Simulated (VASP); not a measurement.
BP, 8 atoms in the cell. Symmetry: Pmma, No. 51, orthorhombic system. Conventional cell: a = 6.231 Å, b = 4.179 Å, c = 3.155 Å, α = 90.00°, β = 90.00°, γ = 90.00°. Within 2.8 Å of B (site symmetry mm2) lie 6 P at 2.11 to 2.28 Å. B (site symmetry 2/m) has 6 P at 2.07 to 2.38 Å within 2.7 Å. P (site symmetry mm2) has 6 B at 2.07 to 2.38 Å within 2.7 Å. P (site symmetry 2/m) has 6 B at 2.09 to 2.28 Å within 2.8 Å. 

| Property | Result |
| --- | --- |
| Program | VASP 6.6.1 |
| Task | relaxation of cell and atoms |
| Functional | PBE |
| Potentials or basis | VASP PAW PBE potentials, release 64 (B, P) |
| Cutoff | 600 eV |
| k mesh | 6 × 10 × 12 |
| Occupations | gaussian, width 0.1 eV |
| Spin | no spin polarisation |
| Dipole correction | no |
| Further INCAR settings | ALGO = Normal; EDIFF = 1e-06; IBRION = 2; EDIFFG = -0.01; NSW = 100; ISIF = 3 |

Potentials or basis: VASP PAW PBE potentials, release 64 (B, P).

Run with:

```console
$ cat potpaw_PBE.64/B/POTCAR potpaw_PBE.64/P/POTCAR > POTCAR
$ mpirun -np 1 vasp_std > vasp.out
```

Hardware: 1 thread of Intel(R) Xeon(R) 6975P-C (Granite Rapids), on a shared host.

Question: Estimate the wall time of this run.

Answer: It took 34 min on 1 thread of Intel(R) Xeon(R) 6975P-C (Granite Rapids), with other jobs on the host, peak memory 0.42 GiB. Counts: scf iterations 86, k points 168, ion steps 14.
